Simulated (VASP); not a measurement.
# Si (I4_1/amd) in VASP: a series of runs

Runs on Si. Level: HSE06. Tasks: single point.

Everything below comes from runs of VASP 6.6.1. Logs are shortened: lines on timing, memory, paths and dates and some standing lists are left out, and cuts for length are marked.

### Step 1. The cell of the first run

It takes space group I4_1/amd (No. 141, tetragonal). The conventional cell has a = 3.965 Å, b = 3.965 Å, c = 5.324 Å, α = 90.00°, β = 90.00°, γ = 90.00°. Within 3.2 Å of Si (site symmetry -4m2) lie 4 Si at 2.39 Å.

### Step 2. Single point, HSE06 (epitaxial xy strain +3.0%)

Contents of POSCAR:

```
Si
1.0
    0.0000000000      2.8037824625      2.6618909388
    2.8037824625      0.0000000000      2.6618909388
    2.8037824625      2.8037824625      0.0000000000
Si
2
Direct
    0.0000000000      0.0000000000      0.0000000000
    0.2500000000      0.2500000000      0.2500000000
```

Contents of INCAR.step1:

```
SYSTEM = Si
  PREC = Accurate
  ENCUT = 520
  EDIFF = 1E-5
  ISMEAR = -1
  SIGMA = 0.02
  LREAL = .False.
  LASPH = .True.
  NELM = 80
  ALGO = Normal
  ISIF = 2
  LWAVE = .True.
  LCHARG = .False.
  GGA = PE
  NBANDS = 11
```

Contents of INCAR.step2:

```
SYSTEM = Si
  PREC = Accurate
  ENCUT = 520
  EDIFF = 1E-6
  ISMEAR = -1
  SIGMA = 0.02
  LREAL = .False.
  LASPH = .True.
  NELM = 80
  ALGO = Normal
  ISIF = 2
  LWAVE = .False.
  LCHARG = .False.
  GGA = PE
  LHFCALC = .True.
  HFSCREEN = 0.2079
  PRECFOCK = Normal
  ISTART = 1
  NBANDS = 11
```

Contents of KPOINTS:

```
regular mesh
0
Gamma
  6 6 6
  0 0 0
```

Potentials or basis: VASP PAW PBE potentials, release 64 (Si).

The run is started by

```bash
$ cat potpaw_PBE.64/Si/POTCAR > POTCAR
$ cp INCAR.step1 INCAR
$ mpirun -np 1 vasp_std > vasp.out
$ cp INCAR.step2 INCAR
$ mpirun -np 1 vasp_std > vasp.out
```

OUTCAR:

```text
SYSTEM = Si
   PREC = Accurate
   ENCUT = 520
   EDIFF = 1E-6
   ISMEAR = -1
   LREAL = .False.
   LASPH = .True.
   NELM = 80
   ISIF = 2
   GGA = PE
   LHFCALC = .True.
   HFSCREEN = 0.2079
   PRECFOCK = Normal
   ISTART = 1

 ion  position               nearest neighbor table
   1  0.000  0.000  0.000-   2 2.39   2 2.39   2 2.39   2 2.39
   2  0.250  0.250  0.250-   1 2.39   1 2.39   1 2.39   1 2.39

  LATTYP: Found a body centered tetragonal cell.
 ALAT       =     3.9651471844
 C/A-ratio  =     1.3426442021

  Lattice vectors:

 A1 = (   0.0000000000,  -2.8037824625,  -2.6618909388)
 A2 = (   0.0000000000,   2.8037824625,  -2.6618909388)
 A3 = (   2.8037824625,   0.0000000000,   2.6618909388)

Analysis of symmetry for initial positions (statically):
=====================================================================
 Subroutine PRICEL returns:
 Original cell was already a primitive cell.

 Routine SETGRP: Setting up the symmetry group for a
 body centered tetragonal supercell.

 Subroutine GETGRP returns: Found 16 space group operations
 (whereof  8 operations were pure point group operations)
 out of a pool of 16 trial point group operations.

The static configuration has the point symmetry D_2d.
 The point group associated with its full space group is D_4h.

Analysis of symmetry for dynamics (positions and initial velocities):
=====================================================================
 Subroutine PRICEL returns:
 Original cell was already a primitive cell.

 Routine SETGRP: Setting up the symmetry group for a
 body centered tetragonal supercell.

 Subroutine GETGRP returns: Found 16 space group operations
 (whereof  8 operations were pure point group operations)
 out of a pool of 16 trial point group operations.

The dynamic configuration has the point symmetry D_2d.
 The point group associated with its full space group is D_4h.

 Subroutine INISYM returns: Found 16 space group operations
 (whereof  8 operations are pure point group operations),
 and found     1 'primitive' translations

----------------------------------------------------------------------------------------

                                     Primitive cell

  volume of cell :      41.8513

  direct lattice vectors                    reciprocal lattice vectors
     0.000000000  2.803782463  2.661890939    -0.178330526  0.178330526  0.187836396
     2.803782463  0.000000000  2.661890939     0.178330526 -0.178330526  0.187836396
     2.803782463  2.803782463  0.000000000     0.178330526  0.178330526 -0.187836396

  length of vectors
     3.866116846  3.866116846  3.965147184     0.314461547  0.314461547  0.314461547

  position of ions in fractional coordinates (direct lattice)
     0.000000000  0.000000000  0.000000000
     0.250000000  0.250000000  0.250000000

  ion indices of the primitive-cell ions
   primitive index   ion index
                 1           1
                 2           2

----------------------------------------------------------------------------------------

 KPOINTS: regular mesh

Automatic generation of k-mesh.
 Grid dimensions read from file:
 generate k-points for:    6    6    6

 Generating k-lattice:

  Cartesian coordinates                     Fractional coordinates (reciprocal lattice)
    -0.029721754  0.029721754  0.031306066     0.166666667 -0.000000000  0.000000000
     0.029721754 -0.029721754  0.031306066    -0.000000000  0.166666667  0.000000000
     0.029721754  0.029721754 -0.031306066     0.000000000  0.000000000  0.166666667

  Length of vectors
     0.052410258  0.052410258  0.052410258

  Shift w.r.t. Gamma in fractional coordinates (k-lattice)
     0.000000000  0.000000000  0.000000000

 Subroutine IBZKPT returns following result:
 ===========================================

 Found     30 irreducible k-points:

 Following reciprocal coordinates:
            Coordinates               Weight
  0.000000  0.000000  0.000000      1.000000
  0.166667  0.000000  0.000000      8.000000
  0.333333 -0.000000  0.000000      8.000000
  0.500000 -0.000000  0.000000      4.000000
  0.166667  0.166667  0.000000      2.000000
  0.333333  0.166667  0.000000      8.000000
[... 16 lines left out ...]
  0.333333  0.000000  0.333333      4.000000
  0.500000 -0.000000  0.333333     16.000000
 [... further k-points ...]
   k-points           NKPTS =     30   k-points in BZ     NKDIM =    216   number of bands    NBANDS=     11
   number of dos      NEDOS =    301   number of ions     NIONS =      2
   total plane-waves  NPLWV =  27000
   dimension x,y,z NGX =    30 NGY =   30 NGZ =   30
   dimension x,y,z NGXF=    60 NGYF=   60 NGZF=   60
   ions per type =               2
   NGX,Y,Z   is equivalent  to a cutoff of  12.90, 12.90, 12.58 a.u.
   NGXF,Y,Z  is equivalent  to a cutoff of  25.80, 25.80, 25.16 a.u.
 SYSTEM =  Si
   PREC   = accura    normal or accurate (medium, high low for compatibility)
   ISTART =      1    job   : 0-new  1-cont  2-samecut
   ICHARG =      0    charge: 1-file 2-atom 10-const
   ISPIN  =      1    spin polarized calculation?
   LNONCOLLINEAR =      F non collinear calculations
   LSORBIT =      F    spin-orbit coupling
   LASPH  =      T    aspherical Exc in radial PAW
   ENCUT  =  520.0 eV  38.22 Ry    6.18 a.u.   7.19  7.19  7.37*2*pi/ulx,y,z
   NELM   =     80;   NELMIN=  2; NELMDL=  0     # of ELM steps
   EDIFF  = 0.1E-05   stopping-criterion for ELM
   LREAL  =      F    real-space projection
   EDIFFG = 0.1E-04   stopping-criterion for IOM
   NSW    =      0    number of steps for IOM
   IBRION =     -1    ionic relax: 0-MD 1-quasi-New 2-CG
   NFREE  =      0    steps in history (QN), initial steepest desc. (CG)
   ISIF   =      2    stress and relaxation
   ISYM   =      3    0-nonsym 1-usesym 2-fastsym
   POTIM  = 0.5000    time-step for ionic-motion
   TEBEG  =    0.0;   TEEND  =   0.0 temperature during run
   PSTRESS=    0.0 pullay stress
   NELECT =       8.0000    total number of electrons
   NUPDOWN=      -1.0000    fix difference up-down
   EMIN   =  10.00;   EMAX   =-10.00  energy-range for DOS
   EFERMI =   0.00;   METHOD = LEGACY
   ISMEAR =    -1;   SIGMA  =   0.02  broadening in eV -4-tet -1-fermi 0-gaus
   EFERMI_NEDOS =   21; number of points for ismear=-14 and -15
   IALGO  =     38    algorithm
   IMIX   =      1    mixing-type and parameters
     AMIX     =   0.40;   BMIX     =  1.00
     AMIX_MAG =   1.60;   BMIX_MAG =  1.00
  volume/ion in A,a.u.               =      20.93       141.21
  Fermi-wavevector in a.u.,A,eV,Ry     =   0.943051  1.782108 12.100277  0.889345
  Thomas-Fermi vector in A             =   2.070721
   LORBIT       =      0    0 simple, 1 ext, 2 COOP (PROOUT), +10 PAW based schemes
   GGA     = PE    functional components
   LHFCALC =     T    Hartree Fock is set to
   PRECFOCK=normal    Normal, Fast or Accurate (Low or Medium for compatibility)
   ENCUT4O =  -1.0   cutoff for four orbital integrals eV
   NKREDX  =     1    reduce k-point grid by
   NKREDY  =     1    reduce k-point grid by
   NKREDZ  =     1    reduce k-point grid by
   AEXX    =    0.2500 exact exchange contribution
   HFSCREEN=    0.2079 screening length (either q_TF or 0.3 A-1)
   HFSCREENC=   0.2079 screening length for correlation (either q_TF or 0.3 A-1)
   ENCUTFOCK=  -1.0 apply spherical cutoff to Coloumb kernel
   IVDW    =     0    specifies the selected vdW correction
   LEPSILON=     F    determine dielectric tensor
   LRPA    =     F    only Hartree local field effects (RPA)
 non-spin polarized calculation
  energy-cutoff  :      520.00
  volume of cell :       41.85
 maximum number of plane-waves:      1153
 NGX is ok and might be reduce to    30
  NGX = 24; NGY = 24; NGZ = 24

 number of electron       8.0000000 magnetization

 Free energy of the ion-electron system (eV)
  ---------------------------------------------------
  ext. energy  EPLUGINS =         0.00000000
  ---------------------------------------------------
  free energy    TOTEN  =       -12.48806256 eV

  energy without entropy =      -12.48806256  energy(sigma->0) =      -12.48806256

 E-fermi :   5.7037     XC(G=0):  -7.7160

 val. band max:        5.2841294293   @ k =   0.0000   0.0000   0.0000
 cond. band min:       6.0946114806   @ k =   0.3333   0.3333   0.0000
 fundamental gap:      0.8104820514
 Fermi energy:         5.7037435009

 k-point     1 :       0.0000    0.0000    0.0000
  band No.  band energies     occupation
      1      -7.9217      2.00000
      2       4.9258      2.00000
      3       4.9258      2.00000
      4       5.2841      2.00000
      5       8.2256      0.00000
      6       8.4222      0.00000
      7       8.4222      0.00000
      8       8.7894      0.00000
      9      13.3151      0.00000
     10      13.6526      0.00000
     11      14.2238      0.00000

 k-point     2 :       0.1667    0.0000    0.0000
  band No.  band energies     occupation
      1      -7.5355      2.00000
      2       2.5208      2.00000
      3       4.4331      2.00000
      4       4.7544      2.00000
      5       7.9559      0.00000
      6       9.0069      0.00000
      7       9.0360      0.00000
      8      11.0688      0.00000
      9      12.8217      0.00000
     10      13.3700      0.00000
     11      14.8866      0.00000

 k-point     3 :       0.3333   -0.0000    0.0000
  band No.  band energies     occupation
      1      -6.4509      2.00000
      2      -0.6851      2.00000
      3       3.7794      2.00000
      4       4.2172      2.00000
      5       7.2864      0.00000
      6       9.1888      0.00000
      7       9.5701      0.00000
      8      13.7327      0.00000
      9      13.8537      0.00000
     10      14.1132      0.00000
     11      15.0161      0.00000
[... 267 lines left out ...]
 k-point    23 :       0.3333    0.0000    0.3333
  band No.  band energies     occupation
      1      -5.9367      2.00000
      2      -0.5541      2.00000
      3       2.6056      2.00000
      4       2.6776      2.00000
      5       6.5776      0.00000
      6       7.8083      0.00000
      7      12.7231      0.00000
      8      13.6558      0.00000
      9      15.2042      0.00000
     10      16.3765      0.00000
     11      18.6719      0.00000

 k-point    24 :       0.5000   -0.0000    0.3333
  band No.  band energies     occupation
      1      -4.7028      2.00000
      2      -2.1966      2.00000
      3       1.3140      2.00000
      4       2.4999      2.00000
      5       6.9238      0.00000
      6       8.6650      0.00000
      7      12.8630      0.00000
      8      13.9438      0.00000
      9      16.0621      0.00000
     10      17.2782      0.00000
     11      17.9944      0.00000

 [... further k-points ...]

------------------------ aborting loop because EDIFF is reached ----------------------------------------

  FORCE on cell =-STRESS in cart. coord.  units (eV):
  Direction    XX          YY          ZZ          XY          YZ          ZX
  --------------------------------------------------------------------------------------
  -------------------------------------------------------------------------------------
  Total       -1.4638183     -1.4638183     -0.1307498      0.0000000      0.0000000      0.0000000
  in kB      -56.0388069    -56.0388069     -5.0054439      0.0000000      0.0000000      0.0000000
  external PRESSURE =     -39.0276859 kB  Pullay stress =       0.0000000 kB

 VOLUME and BASIS-vectors are now :
 -----------------------------------------------------------------------------
  energy-cutoff  :      520.00
  volume of cell :       41.85
      direct lattice vectors                 reciprocal lattice vectors
     0.000000000  2.803782463  2.661890939    -0.178330526  0.178330526  0.187836396
     2.803782463  0.000000000  2.661890939     0.178330526 -0.178330526  0.187836396
     2.803782463  2.803782463  0.000000000     0.178330526  0.178330526 -0.187836396

 POSITION                                       TOTAL-FORCE (eV/Angst)
 -----------------------------------------------------------------------------------
      0.00000      0.00000      0.00000         0.000000      0.000000     -0.000000
      1.40189      1.40189      1.33095         0.000000      0.000000      0.000000
 -----------------------------------------------------------------------------------
    total drift:                                0.000000     -0.000000      0.000000

  FREE ENERGIE OF THE ION-ELECTRON SYSTEM (eV)
  ---------------------------------------------------
  free  energy   TOTEN  =       -12.4880625571 eV

  energy  without entropy=      -12.4880625571  energy(sigma->0) =      -12.48806256
```

Run time: 39 min. Hardware: 1 thread of AMD EPYC 7R43 (Zen 3), shared host; peak memory 0.25 GiB.

Results:

```yaml
Free_energy: -12.4881 eV
Pressure: -3.9 GPa
Band_gap_on_the_k_mesh: 0.81 eV (least direct gap 2.94 eV)
```

Levels at points of the mesh, in eV from the valence-band top:
| k point | band 2 | band 3 | band 4 | band 5 | band 6 | band 7 |
| --- | --- | --- | --- | --- | --- | --- |
| (0.00, 0.00, 0.00) | -0.36 | -0.36 | 0.00 | 2.94 | 3.14 | 3.14 |
| (0.50, 0.00, 0.00) | -7.73 | -1.75 | -1.26 | 1.75 | 3.70 | 4.21 |
| (0.50, 0.50, 0.00) | -8.55 | -3.51 | -3.51 | 0.86 | 0.86 | 10.79 |
| (0.50, 0.00, 0.50) | -8.86 | -3.10 | -3.10 | 1.28 | 1.28 | 10.53 |

Caveat: the cell differs from its parent crystal (epitaxial xy strain +3.0%); the stress differs along the axes, from -6 to -1 GPa; the PAW data sets were made with another functional, which shifts forces and pressure a little. A k mesh can miss the band edges.

### Step 3. Single point, HSE06 (epitaxial xy strain +4.0%)

Contents of POSCAR:

```
Si
1.0
    0.0000000000      2.8310036514      2.6414737678
    2.8310036514      0.0000000000      2.6414737678
    2.8310036514      2.8310036514      0.0000000000
Si
2
Direct
    0.0000000000      0.0000000000      0.0000000000
    0.2500000000      0.2500000000      0.2500000000
```

Contents of INCAR.step1:

```
ALGO = Normal ; EDIFF = 1E-5
ENCUT = 520 ; GGA = PE
ISIF = 2 ; ISMEAR = -1
LASPH = True ; LCHARG = False
LREAL = False ; LWAVE = True
NBANDS = 11 ; NELM = 80
PREC = Accurate ; SIGMA = 0.02
```

Contents of INCAR.step2:

```
ALGO = Normal ; EDIFF = 1E-6
ENCUT = 520 ; GGA = PE
HFSCREEN = 0.2079 ; ISIF = 2
ISMEAR = -1 ; ISTART = 1
LASPH = True ; LCHARG = False
LHFCALC = True ; LREAL = False
LWAVE = False ; NBANDS = 11
NELM = 80 ; PREC = Accurate
PRECFOCK = Normal ; SIGMA = 0.02
```

Contents of KPOINTS:

```
k-points
0
Gamma
  6 6 6
```

Potentials or basis: VASP PAW PBE potentials, release 64 (Si).

The run is started by

```bash
$ cat potpaw_PBE.64/Si/POTCAR > POTCAR
$ cp INCAR.step1 INCAR
$ mpirun -np 1 vasp_std > vasp.out
$ cp INCAR.step2 INCAR
$ mpirun -np 1 vasp_std > vasp.out
```

It took 33 min on 1 thread of AMD EPYC 7R43 (Zen 3), shared host; peak memory 0.25 GiB.

Results (log left out):

```
Free energy            : -12.4568 eV
Pressure               : -4.9 GPa
Band gap on the k mesh : 0.65 eV (least direct gap 2.82 eV)
```

Stress tensor (GPa, compression positive):
```
-7.10  0.00  0.00
 0.00 -7.10  0.00
 0.00  0.00 -0.48
```

Levels at points of the mesh, in eV from the valence-band top:
| k point | band 2 | band 3 | band 4 | band 5 | band 6 | band 7 |
| --- | --- | --- | --- | --- | --- | --- |
| (0.00, 0.00, 0.00) | -0.47 | -0.47 | 0.00 | 2.82 | 3.09 | 3.09 |
| (0.50, 0.00, 0.00) | -7.75 | -1.89 | -1.25 | 1.57 | 3.57 | 4.27 |
| (0.50, 0.50, 0.00) | -8.52 | -3.63 | -3.63 | 0.72 | 0.72 | 10.59 |
| (0.50, 0.00, 0.50) | -8.92 | -3.09 | -3.09 | 1.27 | 1.27 | 10.18 |

Caveat: the cell differs from its parent crystal (epitaxial xy strain +4.0%); the stress differs along the axes, from -7 to -0 GPa; the PAW data sets were made with another functional, which shifts forces and pressure a little. A k mesh can miss the band edges.
